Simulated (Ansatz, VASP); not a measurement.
Two plane-wave programs on WSe2

File INCAR:

```
ALGO = Normal
DIPOL = 0.5 0.5 0.500
EDIFF = 1E-6
ENCUT = 520
GGA = PE
IDIPOL = 3
ISIF = 2
ISMEAR = 0
IVDW = 12
LASPH = True
LCHARG = False
LDIPOL = True
LREAL = False
LWAVE = False
NBANDS = 20
NELM = 60
PREC = Accurate
SIGMA = 0.02
```

The input KPOINTS:

```
k-points
0
Gamma
  9 9 1
```

File POSCAR:

```
WSe2
1.0
    3.1980000000      0.0000000000      0.0000000000
   -1.5990000000      2.7695492413      0.0000000000
    0.0000000000      0.0000000000     32.7373831004
Se W
2 1
Direct
    0.3333333333      0.6666666667      0.4467581146
    0.3333333333      0.6666666667      0.5532418854
    0.6666666667      0.3333333333      0.5000000000
```

Input for Ansatz:

```yaml
crystal:
  lattice:
    - [3.198, 0.0, 0.0]
    - [-1.599, 2.7695492413, 0.0]
    - [0.0, 0.0, 32.7373831004]
  atoms:
    - { symbol: Se, position: [0.3333333333, 0.6666666667, 0.4467581146] }
    - { symbol: W, position: [0.6666666667, 0.3333333333, 0.5] }
    - { symbol: Se, position: [0.3333333333, 0.6666666667, 0.5532418854] }
  periodic: [true, true, false]
basis:
  ecutwfc: 420
kpoints:
  mp_grid: { grid: [9, 9, 1] }
hamiltonian:
  xc: pbe
  pseudopotentials: { kind: paw, azcp: { folder: soft_1 } }
  dispersion: d3bj
scf:
  occupations: { method: gaussian, width: 0.02 }
output:
  forces: true
  stress: true
  eigenvalues: true
```

Alike in both runs: task single point; functional PBE; dispersion D3(BJ); k mesh 9 × 9 × 1; occupations gaussian, width 0.02 eV; no spin polarisation.

```csv
,VASP,Ansatz
version,VASP 6.6.1,Ansatz 0.2.0
potentials or method,"VASP PAW PBE potentials, release 64 (Se, W_sv), cutoff 520 eV","scalar-relativistic, plane waves, PAW"
valence electrons in the cell,26,46
```

VASP gave:

```
gap on the k mesh at the Fermi level (eV) : 1.51
least direct gap on the mesh (eV)         : 2.11
rms of the force components (eV/Å)        : 0.175
```

Question: Which values does Ansatz return?

Answer: gap on the k mesh at the Fermi level (eV): 1.51; least direct gap on the mesh (eV): 2.11; rms of the force components (eV/Å): 0.198.

VASP's potentials hold 26 valence electrons a cell and Ansatz's 46, so a difference there can come from the potentials and not from the codes.

Neither program's run includes spin-orbit coupling.
